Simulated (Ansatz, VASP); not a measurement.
# Hg: VASP beside Ansatz

File INCAR:

```
PREC = Accurate
ENCUT = 600
EDIFF = 1E-6
ISMEAR = -1
SIGMA = 0.1
LREAL = F
LASPH = T
NELM = 80
ALGO = Normal
ISIF = 3
LWAVE = F
LCHARG = F
GGA = B5
ALDAX = 1.0
AGGAX = 1.0
AGGAC = 1.0
ALDAC = 0.0
IBRION = 2
NSW = 80
EDIFFG = -0.01
```

File KPOINTS:

```
regular mesh
0
Gamma
  5 5 5
```

File POSCAR:

```
Hg
1.0
    5.6937108959      0.0000000000      0.0000000000
    0.0000000000      5.6937108959      0.0000000000
    0.0000000000      0.0000000000      5.6937108959
Hg
8
Direct
    0.0000000000      0.0000000000      0.0000000000
    0.5000000000      0.5000000000      0.5000000000
    0.2500000000      0.0000000000      0.5000000000
    0.7500000000      0.0000000000      0.5000000000
    0.5000000000      0.2500000000      0.0000000000
    0.5000000000      0.7500000000      0.0000000000
    0.0000000000      0.5000000000      0.2500000000
    0.0000000000      0.5000000000      0.7500000000
```

Input for Ansatz:

```yaml
crystal:
  lattice:
    - [5.6937108959, 0.0, 0.0]
    - [0.0, 5.6937108959, 0.0]
    - [0.0, 0.0, 5.6937108959]
  atoms:
    - { symbol: Hg, position: [0.0, 0.0, 0.0] }
    - { symbol: Hg, position: [0.5, 0.5, 0.5] }
    - { symbol: Hg, position: [0.25, 0.0, 0.5] }
    - { symbol: Hg, position: [0.75, 0.0, 0.5] }
    - { symbol: Hg, position: [0.5, 0.25, 0.0] }
    - { symbol: Hg, position: [0.5, 0.75, 0.0] }
    - { symbol: Hg, position: [0.0, 0.5, 0.25] }
    - { symbol: Hg, position: [0.0, 0.5, 0.75] }
hamiltonian:
  xc: blyp
  pseudopotentials:
    kind: paw
    azcp:
      Hg: "pseudopotentials/Hg.paw.azcp"
basis:
  ecutwfc: 420
  fft_grid_basis: typed
kpoints:
  mp_grid: { grid: [5, 5, 5], shift: [0, 0, 0] }
magnetization:
  spin_polarized: false
scf:
  occupations: { method: fermi_dirac, width: 0.1 }
relax:
  max_steps: 60
  f_tol: 0.01
  cell: {}
output:
  write_density: true
  write_potential: true
  elf: true
  volumetric_format: npy
```

Alike in both runs: task relaxation of cell and atoms; functional BLYP; k mesh 5 × 5 × 5; occupations fermi-dirac, width 0.1 eV; no spin polarisation.

|  | VASP | Ansatz |
| --- | --- | --- |
| version | VASP 6.6.1 | Ansatz 0.2.0 |
| potentials or method | VASP PAW PBE potentials, release 64 (Hg), cutoff 600 eV | plane waves (420 eV) with PAW, scalar-relativistic |
| valence electrons in the cell | 96 | 160 |

```tsv
	VASP	Ansatz	Ansatz less VASP
gap on the k mesh at the Fermi level, each at its own relaxed structure (eV)	2.76	4.81	+2.045
relaxed volume (Å³/atom)	49.89	142.42	+92.534
relaxed length of the cell vector where the two differ most in proportion (Å)	7.363	10.445	+3.0819
```

VASP's potentials were made for PBE, not for BLYP. One of these differences is far larger than is usual between the two programs; its cause wasn't traced. VASP's potentials hold 96 valence electrons a cell and Ansatz's 160, so a difference there can come from the potentials and not from the codes. Ansatz's warnings: xc potential rough in thin density.

Spin-orbit coupling is off throughout. Noted on VASP's run: the volume moved by over 15 % at a fixed basis, so the end points are rough.
